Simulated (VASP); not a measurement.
Crystal: RhCl2.

```
Rh Cl
1.0
     5.68997    0.00000    0.00000
     0.00000    5.68997    0.00000
     0.00000    0.00000    3.72837
Rh Cl
2 4
Direct
  0.00000 0.00000 0.00000
  0.50000 0.50000 0.50000
  0.30262 0.30262 0.00000
  0.69738 0.69738 0.00000
  0.19738 0.80262 0.50000
  0.80262 0.19738 0.50000
```

Base run:

* Program: VASP 6.6.1
* Functional: PBEsol
* Potentials or basis: VASP PAW PBE potentials, release 64 (Rh_pv, Cl)
* Cutoff: 520 eV
* k mesh: 4 × 4 × 6
* Occupations: fermi-dirac, width 0.1 eV
* Spin: no spin polarisation

Its results: band gap on the k mesh zero (band 29 reaches 5.59 eV, above the bottom of band 30 at 4.35 eV); pressure -5.4 GPa; largest force 0.129 eV/Å.

Question: After a change of settings the same cell gave: band gap on the k mesh zero (band 29 reaches 6.08 eV, above the bottom of band 30 at 4.80 eV); pressure 4.7 GPa; largest force 0.035 eV/Å. Which change was it?
A. functional from PBEsol to BLYP
B. functional from PBEsol to revPBE; further incar settings from ALGO = Normal; EDIFF = 1e-07; NBANDS = 38 to ALGO = Normal; EDIFF = 1e-06; NBANDS = 38
C. functional from PBEsol to PBE; further incar settings from ALGO = Normal; EDIFF = 1e-07; NBANDS = 38 to ALGO = Normal; EDIFF = 1e-06; NBANDS = 38

Answer: A.

BLYP binds less tightly than PBEsol, so the same cell stands under more pressure.

Caveats: the PAW data sets were made with another functional, which shifts forces and pressure a little.
